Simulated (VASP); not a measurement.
# Mo: single point with revPBE

The system is Mo.

```xyz
2
Lattice="0.0000 2.8588 2.8588 2.8588 0.0000 2.8588 2.8588 2.8588 0.0000" Properties=species:S:1:pos:R:3 pbc="T T T"
Mo    0.7147    0.7147    0.7147
Mo    5.0030    5.0030    5.0030
```

```yaml
Program: VASP 6.6.1
Task: single point
Functional: revPBE
Potentials_or_basis: VASP PAW PBE potentials, release 64 (Mo_sv)
Cutoff: 520 eV
k_mesh: 16 × 16 × 16
Occupations: fermi-dirac, width 0.1 eV
Spin: no spin polarisation
Dipole_correction: no
Further_INCAR_settings: ALGO = Normal; EDIFF = 1e-06; NBANDS = 21
```

| Property | Result |
| --- | --- |
| Pressure | 0.3 GPa |
| Band gap on the k mesh | zero (band 14 reaches 7.04 eV, above the bottom of band 15 at 6.49 eV) |

Levels at points of the mesh, in eV from the Fermi level:
| k point | band 12 | band 13 | band 14 | band 15 | band 16 | band 17 |
| --- | --- | --- | --- | --- | --- | --- |
| (0.00, 0.00, 0.00) | -1.30 | -1.30 | -1.30 | 1.31 | 1.31 | 1.31 |
| (0.50, 0.00, 0.00) | -1.88 | -1.54 | -1.54 | 0.34 | 2.25 | 2.25 |
| (0.50, 0.50, 0.00) | -1.49 | -0.04 | -0.04 | 0.60 | 0.60 | 3.90 |

Run time: 54 s on 1 thread of Intel(R) Xeon(R) 6975P-C (Granite Rapids) (shared host), peak memory 0.24 GiB.

Caveat: the PAW data sets were made with another functional, which shifts forces and pressure a little.
